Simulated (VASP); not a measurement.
The system is AgI.

```xyz
2
Lattice="0.0000 3.2886 3.2886 3.2886 0.0000 3.2886 3.2886 3.2886 0.0000" Properties=species:S:1:pos:R:3 pbc="T T T"
Ag    0.0000    0.0000    0.0000
I     1.6443    1.6443    1.6443
```

Base run:

* Program: VASP 6.6.1
* Functional: r2SCAN
* Potentials or basis: VASP PAW PBE potentials, release 64 (Ag, I)
* Cutoff: 550 eV
* k mesh: 6 × 6 × 6
* Occupations: gaussian, width 0.01 eV
* Spin: no spin polarisation

Its results: band gap on the k mesh 1.79 eV, direct; pressure -0.1 GPa.

Q: The run is repeated on the same cell with these changes: functional from r2SCAN to PBE; cutoff from 550 eV to 500 eV. What comes out?

A: Band gap on the k mesh 1.34 eV, direct; pressure 0.6 GPa.

r2SCAN gives the wider gap, since meta-GGAs in the generalised Kohn-Sham scheme recover part of the derivative discontinuity.

Caveats: spin-orbit coupling is left out, which moves the levels of the heavy elements; the PAW data sets were made with another functional, which shifts forces and pressure a little (some runs).

